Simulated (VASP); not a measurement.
## Ta: relaxation of cell and atoms with PBE

Crystal: Ta.

```
Ta
1.0
     5.33308    0.00000    0.00000
     0.00000    5.33308    0.00000
     0.00000    0.00000    5.33308
Ta
8
Direct
  0.00000 0.00000 0.00000
  0.50000 0.50000 0.50000
  0.25000 0.00000 0.50000
  0.75000 0.00000 0.50000
  0.50000 0.75000 0.00000
  0.50000 0.25000 0.00000
  0.00000 0.50000 0.75000
  0.00000 0.50000 0.25000
```

| Quantity | Value |
| --- | --- |
| Program | VASP 6.6.1 |
| Task | relaxation of cell and atoms |
| Functional | PBE |
| Potentials or basis | VASP PAW PBE potentials, release 64 (Ta_pv) |
| Cutoff | 500 eV |
| k mesh | 8 × 8 × 8 |
| Occupations | gaussian, width 0.1 eV |
| Spin | no spin polarisation |
| Dipole correction | no |
| Further INCAR settings | ALGO = Normal; EDIFF = 1e-07; IBRION = 2; EDIFFG = -0.003; NSW = 50; ISIF = 3 |

| Quantity | Value |
| --- | --- |
| Relaxed volume | 18.74 Å³/atom |
| Relaxed cell | a = 5.313 Å, b = 5.313 Å, c = 5.313 Å, α = 90.00°, β = 90.00°, γ = 90.00° |
| Space group after relaxing (to 0.1 Å) | Pm-3n (No. 223) |
| Energy gained by relaxing | 1.5 meV/atom |
| Ionic steps | 3 |
| Pressure after relaxing | 0.0 GPa |
| Band gap on the k mesh | zero (bands 44 and 45 overlap by 0.17 eV) |

The path:
| step | energy change (eV) | largest force (eV/Å) | pressure (GPa) | volume (Å³) |
| --- | --- | --- | --- | --- |
| 1 | 0.0000 | 0.0000 | -2.22 | 151.68 |
| 2 | 0.0544 | 0.0000 | 5.52 | 145.98 |
| 3 | -0.0123 | 0.0000 | -0.02 | 149.95 |

Final structure:
```
CELL_PARAMETERS angstrom
5.31270 0.00000 0.00000
0.00000 5.31270 0.00000
0.00000 0.00000 5.31270
ATOMIC_POSITIONS crystal
Ta 0.00000 0.00000 0.00000
Ta 0.50000 0.50000 0.50000
Ta 0.25000 0.00000 0.50000
Ta 0.75000 0.00000 0.50000
Ta 0.50000 0.75000 0.00000
Ta 0.50000 0.25000 0.00000
Ta 0.00000 0.50000 0.75000
Ta 0.00000 0.50000 0.25000
```

Levels at points of the mesh, in eV from the Fermi level:
| k point | band 42 | band 43 | band 44 | band 45 | band 46 | band 47 |
| --- | --- | --- | --- | --- | --- | --- |
| (0.00, 0.00, 0.00) | -1.07 | -0.76 | -0.76 | 0.11 | 0.11 | 0.85 |
| (0.50, 0.00, 0.00) | -0.49 | -0.08 | -0.08 | 0.33 | 0.33 | 0.46 |
| (0.50, 0.50, 0.00) | -0.47 | -0.47 | -0.19 | 0.20 | 0.62 | 0.62 |
| (0.50, 0.50, 0.50) | -0.87 | -0.12 | -0.12 | -0.12 | -0.12 | -0.12 |

Run time: 13 min on 1 thread of Intel(R) Xeon(R) Platinum 8375C CPU @ 2.90GHz (Ice Lake), with other jobs on the host, peak memory 0.35 GiB.

Caveat: spin-orbit coupling is left out, which moves the levels of the heavy elements.
